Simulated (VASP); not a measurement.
The system is LiBr.

```
Li Br
1.0
     0.00000    2.73957    2.73957
     2.73957    0.00000    2.73957
     2.73957    2.73957    0.00000
Li Br
1 1
Direct
  0.00000 0.00000 0.00000
  0.50000 0.50000 0.50000
```

Base run:

```yaml
Program: VASP 6.6.1
Functional: PBE
Potentials_or_basis: VASP PAW PBE potentials, release 64 (Li_sv, Br)
Cutoff: 750 eV
k_mesh: 8 × 8 × 8
Occupations: fermi-dirac, width 0.02 eV
Spin: no spin polarisation
```

Its results: band gap on the k mesh 4.99 eV; pressure 0.4 GPa.

Q: The run is repeated on the same cell with these changes: functional from PBE to r2SCAN; cutoff from 750 eV to 830 eV; occupations from fermi-dirac, width 0.02 eV to gaussian, width 0.01 eV. What comes out?

A: Band gap on the k mesh 5.93 eV; pressure -0.4 GPa.

Caveats: the PAW data sets were made with another functional, which shifts forces and pressure a little (at least some runs).

A k mesh can miss the band edges.
